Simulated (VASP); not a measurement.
Set up this calculation in VASP 6.6.1, as the native input.

| Property | Result |
| --- | --- |
| Task | single point |
| Functional | PBE |
| Dispersion | D3(BJ) |
| Potentials or basis | VASP PAW PBE potentials, release 64 (Sr_sv, C) |
| Cutoff | 520 eV |
| k mesh | 4 × 6 × 6 |
| Occupations | gaussian, width 0.2 eV |
| Spin | no spin polarisation |
| Dipole correction | no |
| Further INCAR settings | ALGO = Normal; EDIFF = 1e-07; NBANDS = 31 |

The structure of SrC8 lies in POSCAR:

```
SrC8
1.0
    0.0000000000      0.0000000000      4.8180121727
    4.9873857008      0.0000000000      0.0000000000
   -2.4936928504      4.3192027154      0.0000000000
Sr C
1 8
Direct
    0.5000000000      0.0000000000      0.0000000000
    0.0000000000      0.3333333333      0.6666666667
    0.0000000000      0.3345133978      0.1672566989
    0.0000000000      0.8327433011      0.6654866022
    0.0000000000      0.8327433011      0.1672566989
    1.0000000000      0.1672566989      0.8327433011
    0.0000000000      0.1672566989      0.3345133978
    0.0000000000      0.6654866022      0.8327433011
    0.0000000000      0.6666666667      0.3333333333
```

These files were run (other wordings do the same):

INCAR

```
PREC = Accurate
ENCUT = 520
EDIFF = 1E-7
ISMEAR = 0
SIGMA = 0.2
LREAL = False
LASPH = True
NELM = 80
ALGO = Normal
ISIF = 2
LWAVE = False
LCHARG = False
GGA = PE
IVDW = 12
NBANDS = 31
```

KPOINTS

```
regular mesh
0
Gamma
  4 6 6
```

Potentials or basis: VASP PAW PBE potentials, release 64 (Sr_sv, C).

Run with:

```bash
$ cat potpaw_PBE.64/Sr_sv/POTCAR potpaw_PBE.64/C/POTCAR > POTCAR
$ mpirun -np 1 vasp_std > vasp.out
```

It gave:

* Pressure: 0.3 GPa
* Largest force: 0.037 eV/Å
* Band gap on the k mesh: zero (bands 21 and 22 overlap by 1.63 eV)
* Dispersion energy per atom: -0.146 eV

Run time: 53 s on 1 thread of Intel(R) Xeon(R) Platinum 8559C (Emerald Rapids) (shared host), peak memory 0.26 GiB.
